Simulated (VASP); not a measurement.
A run of VASP 6.6.1 is set up as follows.

INCAR

```
PREC = Accurate
ENCUT = 600
EDIFF = 1E-6
ISMEAR = 0
SIGMA = 0.1
LREAL = False
LASPH = True
NELM = 120
ALGO = Normal
ISIF = 2
LWAVE = False
LCHARG = False
GGA = PS
NBANDS = 7
GGA_COMPAT = False
```

Contents of KPOINTS:

```
regular mesh
0
Gamma
  8 8 8
```

Contents of POSCAR:

```
Be
1.0
   -1.4473320606      1.4473320606      1.4473320606
    1.4473320606     -1.4473320606      1.4473320606
    1.4473320606      1.4473320606     -1.4473320606
Be
1
Direct
    0.0000000000      0.0000000000      0.0000000000
```

Potentials or basis: VASP PAW PBE potentials, release 64 (Be).

Command:

```console
$ cat potpaw_PBE.64/Be/POTCAR > POTCAR
$ mpirun -np 1 vasp_std > vasp.out
```

(1) Estimate the band gap on the k mesh.

(2) What does it give for the pressure?

Results:

(1) zero (band 1 reaches 7.47 eV, above the bottom of band 2 at 4.04 eV).

(2) -25.8 GPa.

Caveat: the k points lie up to 0.38 Å⁻¹ apart; the PAW data sets were made with another functional, which shifts forces and pressure a little.
